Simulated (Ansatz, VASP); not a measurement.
# SiSb3Au: VASP beside Ansatz

```
Si Sb Au
1.0
     5.16951    0.00000    0.00000
     0.00000    5.16951    0.00000
     0.00000    0.00000    5.16951
Si Sb Au
1 3 1
Direct
  0.50000 0.50000 0.50000
  0.00000 0.50000 0.50000
  0.50000 0.00000 0.50000
  0.50000 0.50000 0.00000
  0.00000 0.00000 0.00000
```

Alike in both runs: functional PBE; k mesh 8 × 8 × 8; occupations gaussian, width 0.1 eV; no spin polarisation.

Ansatz relaxed the structure, and its values are those at the end. VASP's run is a single point on that final structure, the one shown.

|  | VASP | Ansatz |
| --- | --- | --- |
| version | VASP 6.6.1 | Ansatz 0.2.0 |
| potentials or method | VASP PAW PBE potentials, release 64 (Si, Sb, Au), cutoff 520 eV | scalar-relativistic, plane waves, PAW |
| valence electrons in the cell | 30 | 68 |

|  | VASP | Ansatz | Ansatz less VASP |
| --- | --- | --- | --- |
| gap on the k mesh at the Fermi level (eV) | none | none | - |
| pressure (GPa) | 0.0 | 0.0 | -0.04 |

A gap of «none» marks a metal or a gap that the smearing closes. The functional is the same, so the differences come from potentials, cutoffs and numerics. VASP's potentials hold 30 valence electrons a cell and Ansatz's 68, so a difference there can come from the potentials and not from the codes.

Spin-orbit coupling is off throughout.
